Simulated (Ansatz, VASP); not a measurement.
## Bi2Se3 in VASP and in Ansatz

INCAR

```
PREC = Accurate
ENCUT = 520
EDIFF = 1E-7
ISMEAR = 0
SIGMA = 0.03
LREAL = False
LASPH = True
NELM = 100
ALGO = Normal
ISIF = 2
LWAVE = False
LCHARG = False
GGA = PS
NBANDS = 32
```

File KPOINTS:

```
regular mesh
0
Gamma
  12 12 12
```

File POSCAR:

```
Bi2Se3
1.0
    1.9057793531      1.1003022225      8.7817036000
   -1.9057793531      1.1003022225      8.7817036000
    0.0000000000     -2.2006044450      8.7817036000
Bi Se
2 3
Direct
    0.4008000000      0.4008000000      0.4008000000
    0.5992000000      0.5992000000      0.5992000000
    0.0000000000      0.0000000000      0.0000000000
    0.2117000000      0.2117000000      0.2117000000
    0.7883000000      0.7883000000      0.7883000000
```

Input for Ansatz:

```yaml
crystal:
  lattice:
    - [1.9057793531, 1.1003022225, 8.7817036]
    - [-1.9057793531, 1.1003022225, 8.7817036]
    - [0.0, -2.200604445, 8.7817036]
  atoms:
    - { symbol: Bi, position: [0.4008, 0.4008, 0.4008] }
    - { symbol: Bi, position: [0.5992, 0.5992, 0.5992] }
    - { symbol: Se, position: [0.0, 0.0, 0.0] }
    - { symbol: Se, position: [0.2117, 0.2117, 0.2117] }
    - { symbol: Se, position: [0.7883, 0.7883, 0.7883] }
basis:
  ecutwfc: 420
kpoints:
  mp_grid: { grid: [12, 12, 12] }
hamiltonian:
  xc: pbesol
scf:
  occupations: { method: gaussian, width: 0.03 }
output:
  forces: true
  stress: true
  eigenvalues: true
```

Change from the starting cell: strain -0.080 along x and y, -0.080 along z, atoms carried along.

Alike in both runs: task single point; functional PBEsol; k mesh 12 × 12 × 12; occupations gaussian, width 0.03 eV; no spin polarisation.

```csv
,VASP,Ansatz
version,VASP 6.6.1,Ansatz 0.2.0
potentials or method,"VASP PAW PBE potentials, release 64 (Bi_d, Se), cutoff 520 eV","scalar-relativistic, plane waves, PAW"
valence electrons in the cell,48,78
```

|  | VASP | Ansatz | Ansatz less VASP |
| --- | --- | --- | --- |
| gap on the k mesh at the Fermi level (eV) | 0.16 | 0.16 | +0.003 |
| least direct gap on the mesh (eV) | 0.16 | 0.16 | +0.003 |
| pressure (GPa) | 27.1 | 26.9 | -0.22 |
| traceless stress, the component that is largest in VASP (GPa) | -0.29 | -0.28 | +0.010 |
| rms of the force components (eV/Å) | 1.085 | 1.068 | -0.0169 |

VASP's potentials were made for PBE, not for PBEsol. Atom by atom the forces differ by 0.017 eV/Å (rms over components). VASP's potentials hold 48 valence electrons a cell and Ansatz's 78, so a difference there can come from the potentials and not from the codes.

Spin-orbit coupling is off throughout.
